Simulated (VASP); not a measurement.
# O (R-3m) in VASP: a series of runs

Runs on O. Level: PBEsol. Tasks: relaxation of cell and atoms.

All numbers are computed with VASP 6.6.1; they aren't measurements. Logs are shortened: lines on timing, memory, paths and dates and some standing lists are left out, and cuts for length are marked.

## 1. The cell of the first run

It takes space group R-3m (No. 166, trigonal). The conventional cell has a = 3.350 Å, b = 3.350 Å, c = 11.196 Å, α = 90.00°, β = 90.00°, γ = 120.00°. Within 1.6 Å of O (site symmetry 3m) lie 1 O at 1.22 Å.

## 2. Relaxation of cell and atoms, PBEsol, target pressure 5 GPa, at which the enthalpy is minimised

INCAR reads:

```
SYSTEM = O
PREC = Accurate
ENCUT = 600
EDIFF = 1E-6
ISMEAR = -1
SIGMA = 0.05
LREAL = .False.
LASPH = .True.
NELM = 60
ALGO = Normal
ISIF = 3
LWAVE = .False.
LCHARG = .False.
GGA = PS
IBRION = 2
NSW = 60
EDIFFG = -0.01
PSTRESS = 50.0
```

KPOINTS reads:

```
regular mesh
0
Gamma
  9 9 9
  0 0 0
```

POSCAR reads:

```
O
1.0
    1.6749479049      0.9670316238      3.7319995215
   -1.6749479049      0.9670316238      3.7319995215
    0.0000000000     -1.9340632475      3.7319995215
O
2
Direct
    0.0546147200      0.0546147200      0.0546147200
    0.9453852800      0.9453852800      0.9453852800
```

Potentials or basis: VASP PAW PBE potentials, release 64 (O).

On the command line:

```
cat potpaw_PBE.64/O/POTCAR > POTCAR
mpirun -np 1 vasp_std > vasp.out
```

OUTCAR:

```text
SYSTEM = O
   PREC = Accurate
   ENCUT = 600
   EDIFF = 1E-6
   ISMEAR = -1
   LREAL = .False.
   LASPH = .True.
   NELM = 60
   ISIF = 3
   GGA = PS
   IBRION = 2
   NSW = 60
   EDIFFG = -0.01
   PSTRESS = 50.0

 ion  position               nearest neighbor table
   1  0.055  0.055  0.055-   2 1.22
   2  0.945  0.945  0.945-   1 1.22

  LATTYP: Found a trigonal (rhomboedric) cell.
 ALAT       =     4.2033820995
 COS(alpha) =     0.6824333683

  Lattice vectors:

 A1 = (   1.6749479049,   0.9670316238,   3.7319995215)
 A2 = (  -1.6749479049,   0.9670316238,   3.7319995215)
 A3 = (   0.0000000000,  -1.9340632475,   3.7319995215)

Analysis of symmetry for initial positions (statically):
=====================================================================
 Subroutine PRICEL returns:
 Original cell was already a primitive cell.

 Routine SETGRP: Setting up the symmetry group for a
 trigonal (rhombohedral) supercell.

 Subroutine GETGRP returns: Found 12 space group operations
 (whereof 12 operations were pure point group operations)
 out of a pool of 12 trial point group operations.

The static configuration has the point symmetry D_3d.

Analysis of symmetry for dynamics (positions and initial velocities):
=====================================================================
 Subroutine PRICEL returns:
 Original cell was already a primitive cell.

 Routine SETGRP: Setting up the symmetry group for a
 trigonal (rhombohedral) supercell.

 Subroutine GETGRP returns: Found 12 space group operations
 (whereof 12 operations were pure point group operations)
 out of a pool of 12 trial point group operations.

The dynamic configuration has the point symmetry D_3d.

 Subroutine INISYM returns: Found 12 space group operations
 (whereof 12 operations are pure point group operations),
 and found     1 'primitive' translations

----------------------------------------------------------------------------------------

                                     Primitive cell

  volume of cell :      36.2689

  direct lattice vectors                    reciprocal lattice vectors
     1.674947905  0.967031624  3.731999522     0.298516747  0.172348724  0.089317625
    -1.674947905  0.967031624  3.731999522    -0.298516747  0.172348724  0.089317625
     0.000000000 -1.934063247  3.731999522     0.000000000 -0.344697449  0.089317625

  length of vectors
     4.203382099  4.203382099  4.203382099     0.356081408  0.356081408  0.356081408

  position of ions in fractional coordinates (direct lattice)
     0.054614720  0.054614720  0.054614720
     0.945385280  0.945385280  0.945385280

  ion indices of the primitive-cell ions
   primitive index   ion index
                 1           1
                 2           2

----------------------------------------------------------------------------------------

 KPOINTS: regular mesh

Automatic generation of k-mesh.
 Grid dimensions read from file:
 generate k-points for:    9    9    9

 Generating k-lattice:

  Cartesian coordinates                     Fractional coordinates (reciprocal lattice)
     0.033168527  0.019149858  0.009924181     0.111111111  0.000000000  0.000000000
    -0.033168527  0.019149858  0.009924181     0.000000000  0.111111111  0.000000000
     0.000000000 -0.038299717  0.009924181     0.000000000  0.000000000  0.111111111

  Length of vectors
     0.039564601  0.039564601  0.039564601

  Shift w.r.t. Gamma in fractional coordinates (k-lattice)
     0.000000000  0.000000000  0.000000000

 Subroutine IBZKPT returns following result:
 ===========================================

 Found     85 irreducible k-points:

 Following reciprocal coordinates:
            Coordinates               Weight
  0.000000  0.000000  0.000000      1.000000
  0.111111  0.000000  0.000000      6.000000
  0.222222  0.000000  0.000000      6.000000
  0.333333 -0.000000 -0.000000      6.000000
  0.444444  0.000000  0.000000      6.000000
  0.111111  0.111111 -0.000000      6.000000
[... 16 lines left out ...]
 -0.333333  0.333333  0.000000      6.000000
  0.444444  0.444444  0.000000      6.000000
 [... further k-points ...]
   k-points           NKPTS =     85   k-points in BZ     NKDIM =     85   number of bands    NBANDS=     10
   number of dos      NEDOS =    301   number of ions     NIONS =      2
   total plane-waves  NPLWV =  46656
   dimension x,y,z NGX =    36 NGY =   36 NGZ =   36
   dimension x,y,z NGXF=    72 NGYF=   72 NGZF=   72
   ions per type =               2
   NGX,Y,Z   is equivalent  to a cutoff of  14.24, 14.24, 14.24 a.u.
   NGXF,Y,Z  is equivalent  to a cutoff of  28.48, 28.48, 28.48 a.u.
 SYSTEM =  O
   PREC   = accura    normal or accurate (medium, high low for compatibility)
   ISTART =      0    job   : 0-new  1-cont  2-samecut
   ICHARG =      2    charge: 1-file 2-atom 10-const
   ISPIN  =      1    spin polarized calculation?
   LNONCOLLINEAR =      F non collinear calculations
   LSORBIT =      F    spin-orbit coupling
   LASPH  =      T    aspherical Exc in radial PAW
   ENCUT  =  600.0 eV  44.10 Ry    6.64 a.u.   8.40  8.40  8.40*2*pi/ulx,y,z
   NELM   =     60;   NELMIN=  2; NELMDL= -5     # of ELM steps
   EDIFF  = 0.1E-05   stopping-criterion for ELM
   LREAL  =      F    real-space projection
   EDIFFG = -.1E-01   stopping-criterion for IOM
   NSW    =     60    number of steps for IOM
   IBRION =      2    ionic relax: 0-MD 1-quasi-New 2-CG
   NFREE  =      1    steps in history (QN), initial steepest desc. (CG)
   ISIF   =      3    stress and relaxation
   ISYM   =      2    0-nonsym 1-usesym 2-fastsym
   POTIM  = 0.5000    time-step for ionic-motion
   TEBEG  =    0.0;   TEEND  =   0.0 temperature during run
   PSTRESS=   50.0 pullay stress
   NELECT =      12.0000    total number of electrons
   NUPDOWN=      -1.0000    fix difference up-down
   EMIN   =  10.00;   EMAX   =-10.00  energy-range for DOS
   EFERMI =   0.00;   METHOD = LEGACY
   ISMEAR =    -1;   SIGMA  =   0.05  broadening in eV -4-tet -1-fermi 0-gaus
   EFERMI_NEDOS =   21; number of points for ismear=-14 and -15
   IALGO  =     38    algorithm
   IMIX   =      4    mixing-type and parameters
     AMIX     =   0.40;   BMIX     =  1.00
     AMIX_MAG =   1.60;   BMIX_MAG =  1.00
  volume/ion in A,a.u.               =      18.13       122.38
  Fermi-wavevector in a.u.,A,eV,Ry     =   1.132288  2.139714 17.443710  1.282077
  Thomas-Fermi vector in A             =   2.268989
   LORBIT       =      0    0 simple, 1 ext, 2 COOP (PROOUT), +10 PAW based schemes
   GGA     = PS    functional components
   LHFCALC =     F    Hartree Fock is set to
   AEXX    =    0.0000 exact exchange contribution
   IVDW    =     0    specifies the selected vdW correction
   LEPSILON=     F    determine dielectric tensor
   LRPA    =     F    only Hartree local field effects (RPA)
 conjugate gradient relaxation of ions
 non-spin polarized calculation
  energy-cutoff  :      600.00
  volume of cell :       36.27
 maximum number of plane-waves:      1230
 NGX is ok and might be reduce to    36
   NGX = 17   NGY = 17   NGZ = 17

--------------------------------------- Ionic step        1  -------------------------------------------

 number of electron      12.0000000 magnetization

 Free energy of the ion-electron system (eV)
  ---------------------------------------------------
  ext. energy  EPLUGINS =         0.00000000
  ---------------------------------------------------
  free energy    TOTEN  =        -9.58321452 eV

  energy without entropy =       -9.54311388  energy(sigma->0) =       -9.56316420

------------------------ aborting loop because EDIFF is reached ----------------------------------------

  FORCE on cell =-STRESS in cart. coord.  units (eV):
  Direction    XX          YY          ZZ          XY          YZ          ZX
  --------------------------------------------------------------------------------------
  -------------------------------------------------------------------------------------
  Total       -0.9395849     -0.9395849      0.1134578      0.0000000      0.0000000      0.0000000
  in kB      -41.5060899    -41.5060899      5.0119903      0.0000000      0.0000000      0.0000000
  external PRESSURE =     -76.0000631 kB  Pullay stress =      50.0000000 kB
[... 728 lines left out ...]
 k-point    24 :       0.4444    0.4444    0.0000
  band No.  band energies     occupation
      1     -12.5409      2.00000
      2      -2.0955      2.00000
      3       1.7255      2.00000
      4       6.7193      2.00000
      5      11.8819      2.00000
      6      13.6272      2.00000
      7      21.9835      0.00000
      8      29.1074      0.00000
      9      39.4683      0.00000
     10      43.3524      0.00000

 [... further k-points ...]

[... ionic steps 4 to 53 ...]

--------------------------------------- Ionic step       54  -------------------------------------------

 number of electron      12.0000001 magnetization

------------------------ aborting loop because EDIFF is reached ----------------------------------------

  FORCE on cell =-STRESS in cart. coord.  units (eV):
  Direction    XX          YY          ZZ          XY          YZ          ZX
  --------------------------------------------------------------------------------------
  -------------------------------------------------------------------------------------
  Total        0.5547081      0.5547081      0.5219295      0.0000000      0.0000000      0.0000000
  in kB       48.5332371     48.5332371     45.6653275      0.0000000      0.0000000      0.0000000
  external PRESSURE =      -2.4227328 kB  Pullay stress =      50.0000000 kB
[... 61 lines left out ...]
  enthalpy is  TOTEN    =        -9.6908325828 eV   P V=        0.5715522809

--------------------------------------- Ionic step       56  -------------------------------------------

 number of electron      12.0000001 magnetization

 Free energy of the ion-electron system (eV)
  ---------------------------------------------------
  ext. energy  EPLUGINS =         0.00000000
  ---------------------------------------------------
  free energy    TOTEN  =       -10.26217224 eV

  energy without entropy =      -10.25799557  energy(sigma->0) =      -10.26008391

 E-fermi :   2.1626     XC(G=0): -10.9208

 val. band max:        2.1619075796   @ k =   0.3333   0.1111   0.1111
 cond. band min:       2.1653756689   @ k =   0.4444   0.2222   0.2222
 fundamental gap:      0.0034680893
 Fermi energy:         2.1625890096

 k-point     1 :       0.0000    0.0000    0.0000
  band No.  band energies     occupation
      1     -25.8148      2.00000
      2     -12.9413      2.00000
      3      -7.4057      2.00000
      4      -2.4722      2.00000
      5      -2.4722      2.00000
      6       3.7506      0.00000
      7       3.7506      0.00000
      8      12.4915      0.00000
      9      14.0218      0.00000
     10      15.5169      0.00000
[... 328 lines left out ...]
  FREE ENERGIE OF THE ION-ELECTRON SYSTEM (eV)
  ---------------------------------------------------
  free  energy   TOTEN  =       -10.2621722443 eV

  energy  without entropy=      -10.2579955708  energy(sigma->0) =      -10.26008391

  enthalpy is  TOTEN    =        -9.6908397037 eV   P V=        0.5713325406

 reached required accuracy - stopping structural energy minimisation
```

It took 30 min on 1 thread of Intel Xeon 8259CL, shared host; peak memory 0.23 GiB.

Results:

```
Free energy                                                : -10.2622 eV
Relaxed volume                                             : 9.15 Å³/atom
Relaxed cell                                               : a = 3.925 Å, b = 3.925 Å, c = 3.925 Å, α = 35.59°, β = 35.59°, γ = 35.59°
Space group after relaxing (to 0.1 Å)                      : R-3m (No. 166)
Energy change on relaxing (the run minimises the enthalpy) : -339.5 meV/atom
Ionic steps                                                : 56
Pressure after relaxing                                    : 4.9 GPa
Largest force after relaxing                               : 0.010 eV/Å
Band gap on the k mesh                                     : zero (bands 6 and 7 overlap by 2.86 eV)
```

Forces in eV/Å, atoms in the order of the input:
```
O    0.000  0.000 -0.010
O    0.000  0.000  0.010
```

The path:
```csv
step,energy change (eV),largest force (eV/Å),pressure (GPa),volume (Å³)
1,0.0000,0.2770,-2.60,36.27
3,-0.4773,1.7139,3.19,20.94
5,-0.3943,4.8039,13.20,20.33
7,-0.3967,5.2156,23.06,17.78
9,-0.4552,3.3131,21.27,16.97
11,-0.4599,1.4918,20.78,16.13
13,-0.5068,0.9645,15.29,16.63
15,-0.5646,0.0365,6.03,17.69
17,-0.5715,0.4552,5.27,17.52
19,-0.5502,2.1466,3.02,16.77
21,-0.5739,1.2732,4.43,17.08
23,-0.5786,0.2495,10.77,16.63
25,-0.5813,0.2005,10.98,16.63
27,-0.6092,0.3722,8.88,16.92
29,-0.6612,0.8067,4.24,18.09
31,-0.6597,0.3635,8.47,17.84
33,-0.6631,0.0801,7.20,17.90
35,-0.6900,0.1524,3.18,18.72
37,-0.6800,0.0458,4.87,18.35
39,-0.6803,0.0276,5.05,18.36
41,-0.6804,0.0158,5.02,18.36
43,-0.6817,0.0426,4.48,18.40
45,-0.6812,0.0173,4.81,18.38
47,-0.6811,0.0337,4.86,18.38
49,-0.6811,0.0238,4.83,18.38
51,-0.6805,0.0202,4.79,18.36
53,-0.6793,0.0120,4.89,18.32
55,-0.6792,0.0160,4.84,18.31
56,-0.6790,0.0098,4.87,18.31
```

Final structure:
```xyz
2
Lattice="1.1996 0.6926 3.6726 -1.1996 0.6926 3.6726 0.0000 -1.3852 3.6726" Properties=species:S:1:pos:R:3 pbc="T T T"
O     0.0000    0.0000    0.6103
O     0.0000    0.0000   10.4076
```

Caveat: the cell is relaxed towards a set pressure, so the run minimises the enthalpy, not the energy; the standard files for N, O and F lose accuracy on very short bonds; spin is off for a triplet molecule; the volume moved by over 15 % at a fixed basis, so the end points are rough; this functional lacks dispersion, which holds the molecules together, so the pressure and a relaxed volume are unreliable; the PAW data sets were made with another functional, which shifts forces and pressure a little.

## 3. Relaxation of cell and atoms, PBEsol, target pressure 10 GPa, at which the enthalpy is minimised

INCAR reads:

```
  PREC = Accurate
  ENCUT = 600
  EDIFF = 1E-7
  ISMEAR = -1
  SIGMA = 0.05
  LREAL = F
  LASPH = T
  NELM = 80
  ALGO = Normal
  ISIF = 3
  LWAVE = F
  LCHARG = F
  GGA = PS
  IBRION = 2
  NSW = 60
  EDIFFG = -0.01
  PSTRESS = 100.0
```

KPOINTS reads:

```
Automatic mesh
0
Gamma
  9 9 9
```

POSCAR is that of step 2.

Potentials or basis: VASP PAW PBE potentials, release 64 (O).

On the command line:

```
cat potpaw_PBE.64/O/POTCAR > POTCAR
mpirun -np 1 vasp_std > vasp.out
```

It took 32 min on 1 thread of Intel Xeon 8259CL, shared host; peak memory 0.23 GiB.

It converged, with:

```yaml
Free_energy: -10.2069 eV
Relaxed_volume: 8.54 Å³/atom
Relaxed_cell: a = 3.790 Å, b = 3.790 Å, c = 3.790 Å, α = 36.31°, β = 36.31°, γ = 36.31°
Space_group_after_relaxing_to_0.1_Å: R-3m (No. 166)
Energy_change_on_relaxing_the_run_minimises_the_enthalpy: -311.9 meV/atom
Ionic_steps: 49
Pressure_after_relaxing: 9.9 GPa
Largest_force_after_relaxing: 0.007 eV/Å
Band_gap_on_the_k_mesh: zero (bands 6 and 7 overlap by 3.07 eV)
```

Forces on the atoms (eV/Å):
```
O    0.000  0.000 -0.007
O    0.000  0.000  0.007
```

Stress tensor (GPa, compression positive):
```
9.85 0.00 0.00
0.00 9.85 0.00
0.00 0.00 9.94
```

Step by step:
```tsv
step	energy change (eV)	largest force (eV/Å)	pressure (GPa)	volume (Å³)
1	0.0000	0.2766	-2.59	36.27
3	-0.0840	8.0365	17.46	23.14
5	0.0334	10.4793	26.52	21.55
7	-0.0459	9.6232	26.48	20.66
9	-0.2321	6.1664	32.06	16.97
11	-0.1905	5.5243	38.67	15.86
13	-0.2438	3.9644	35.21	15.65
15	-0.4704	2.6418	-5.20	18.57
17	-0.4655	0.0620	9.77	17.15
19	-0.4715	0.2042	9.94	16.99
21	-0.4807	0.8166	11.46	16.29
23	-0.4641	1.2164	13.48	15.80
25	-0.4715	0.2744	20.25	15.64
27	-0.5270	0.2376	16.73	15.94
29	-0.5513	0.0991	16.29	16.17
31	-0.5949	0.6252	14.53	16.70
33	-0.6223	0.0207	10.11	17.06
35	-0.6239	0.0196	10.10	17.09
37	-0.6250	0.0149	9.98	17.10
39	-0.6255	0.0056	9.89	17.11
41	-0.6259	0.0201	9.86	17.12
43	-0.6258	0.0003	9.76	17.12
45	-0.6239	0.0405	10.03	17.09
47	-0.6244	0.0068	9.88	17.10
49	-0.6237	0.0068	9.88	17.08
```

Final structure:
```
O
1.0
     1.18097    0.68183    3.53601
    -1.18097    0.68183    3.53601
     0.00000   -1.36367    3.53601
O
2
Direct
  0.05745 0.05745 0.05745
  0.94255 0.94255 0.94255
```

Levels at points of the mesh, in eV from the Fermi level:
```tsv
k point	band 4	band 5	band 6	band 7	band 8	band 9
(0.00, 0.00, 0.00)	-4.52	-4.52	1.67	1.67	10.48	12.53
```

Caveat: the cell is relaxed towards a set pressure, so the run minimises the enthalpy, not the energy; the standard files for N, O and F lose accuracy on very short bonds; spin is off for a triplet molecule; the volume moved by over 15 % at a fixed basis, so the end points are rough; this functional lacks dispersion, which holds the molecules together, so the pressure and a relaxed volume are unreliable; the PAW data sets were made with another functional, which shifts forces and pressure a little.

(Continued in part 2 of 2.)
